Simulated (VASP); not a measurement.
Set up this calculation in VASP 6.6.1, as the native input.

```yaml
Task: single point
Functional: PBE
Potentials_or_basis: VASP PAW PBE potentials, release 64 (Zn, S)
Cutoff: 520 eV
k_mesh: 10 × 10 × 10
Occupations: gaussian, width 0.05 eV
Spin: no spin polarisation
Dipole_correction: no
Further_INCAR_settings: ALGO = Normal; EDIFF = 1e-07; NBANDS = 16
```

The structure of ZnS lies in POSCAR:

```
ZnS
1.0
    0.0000000000      2.7046500000      2.7046500000
    2.7046500000      0.0000000000      2.7046500000
    2.7046500000      2.7046500000      0.0000000000
Zn S
1 1
Direct
   -0.0266832247     -0.0266832247     -0.0266832247
    0.7500000000      0.7500000000      0.7500000000
```

This cell differs from its parent crystal: all Zn atoms moved +0.250 Å, as atom 1 towards its neighbour atom 2 (S) at 2.342 Å.

One way to write it, as run:

INCAR

```
PREC = Accurate
ENCUT = 520
EDIFF = 1E-7
ISMEAR = 0
SIGMA = 0.05
LREAL = False
LASPH = True
NELM = 100
ALGO = Normal
ISIF = 2
LWAVE = False
LCHARG = True
GGA = PE
LELF = True
LVHAR = True
NBANDS = 16
```

KPOINTS

```
Automatic mesh
0
Gamma
  10 10 10
```

Potentials or basis: VASP PAW PBE potentials, release 64 (Zn, S).

Launch:

```sh
$ cat potpaw_PBE.64/Zn/POTCAR potpaw_PBE.64/S/POTCAR > POTCAR
$ mpirun -np 1 vasp_std > vasp.out
```

Results of the run:

The pressure is 4.5 GPa. The largest force is 2.559 eV/Å. The band gap on the k mesh is 2.01 eV, direct.

Caveat: the cell differs from its parent crystal (all Zn atoms moved +0.250 Å, as atom 1 towards its neighbour atom 2 (S) at 2.342 Å); forces of over 1 eV/Å act on the atoms, so gaps and moduli don't describe the material at rest.

Run time: 44 s on 1 thread of Intel(R) Xeon(R) 6975P-C (Granite Rapids), with other jobs on the host, peak memory 0.2 GiB.
